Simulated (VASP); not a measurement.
Write the native input for VASP 6.6.1 that does the following.

```
Task                   : single point
Functional             : PBE
Potentials or basis    : VASP PAW PBE potentials, release 64 (Mo_sv)
Cutoff                 : 520 eV
k mesh                 : 18 × 16 × 18
Occupations            : gaussian, width 0.1 eV
Spin                   : no spin polarisation
Dipole correction      : no
Further INCAR settings : ALGO = Fast; EDIFF = 1e-07; NBANDS = 13; ISYM = 0
```

The structure of Mo lies in POSCAR:

```
Mo
1.0
    0.0000000000      1.9405457500      1.9405457500
    2.0211457500     -0.0806000000      2.0211457500
    1.9405457500      1.9405457500      0.0000000000
Mo
1
Direct
    0.0000000000      0.0000000000      0.0000000000
```

This cell differs from its parent crystal: strained.

These files were run (other wordings do the same):

INCAR

```
PREC = Accurate ; ENCUT = 520
EDIFF = 1E-7 ; ISMEAR = 0
SIGMA = 0.1 ; LREAL = F
LASPH = T ; NELM = 100
ALGO = Fast ; ISIF = 2
LWAVE = F ; LCHARG = T
GGA = PE ; LELF = T
LVHAR = T ; NBANDS = 13
ISYM = 0
```

KPOINTS

```
Automatic mesh
0
Gamma
  18 16 18
```

Potentials or basis: VASP PAW PBE potentials, release 64 (Mo_sv).

Run with:

```console
$ cat potpaw_PBE.64/Mo_sv/POTCAR > POTCAR
$ mpirun -np 1 vasp_std > vasp.out
```

Results of the run:

```yaml
Pressure: 9.6 GPa
Band_gap_on_the_k_mesh: zero (bands 7 and 8 overlap by 4.52 eV)
```

Caveat: the cell differs from its parent crystal (strained); the cell stands under pressure.

It took 5.1 min on 1 thread of Intel(R) Xeon(R) Platinum 8488C (Sapphire Rapids) (shared host), peak memory 0.55 GiB.
